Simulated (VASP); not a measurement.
A run of VASP 6.6.1 is set up as follows.

The input INCAR:

```
PREC = Accurate
ENCUT = 520
EDIFF = 1E-7
ISMEAR = -1
SIGMA = 0.02
LREAL = F
LASPH = T
NELM = 100
ALGO = Normal
ISIF = 2
LWAVE = F
LCHARG = F
GGA = PE
NBANDS = 30
```

The input KPOINTS:

```
Automatic mesh
0
Gamma
  4 4 4
```

File POSCAR:

```
CsPbBr3
1.0
    5.7408542321      0.0000000000      0.0000000000
    0.0000000000      5.9429132838      0.0000000000
    0.0000000000      0.0000000000      5.9429132838
Cs Pb Br
1 1 3
Direct
    0.0000000000      0.0000000000      0.0000000000
    0.5000000000      0.5000000000      0.5000000000
    0.0000000000      0.5000000000      0.5000000000
    0.5000000000      0.0000000000      0.5000000000
    0.5000000000      0.5000000000      0.0000000000
```

Potentials or basis: VASP PAW PBE potentials, release 64 (Cs_sv, Pb_d, Br).

The run is started by

```bash
$ cat potpaw_PBE.64/Cs_sv/POTCAR potpaw_PBE.64/Pb_d/POTCAR potpaw_PBE.64/Br/POTCAR > POTCAR
$ mpirun -np 1 vasp_std > vasp.out
```

**Question.** What does it give for the band gap on the k mesh?

**Answer.** 1.44 eV.

**Question.** Predict the pressure.

**Answer.** 1.6 GPa.

Stress tensor (GPa, compression positive):
```
2.75 0.00 0.00
0.00 0.96 0.00
0.00 0.00 0.96
```

Caveat: the cell differs from its parent crystal (uniaxial x strain -3.4%); spin-orbit coupling is left out, which moves the levels of the heavy elements. A k mesh can miss the band edges.
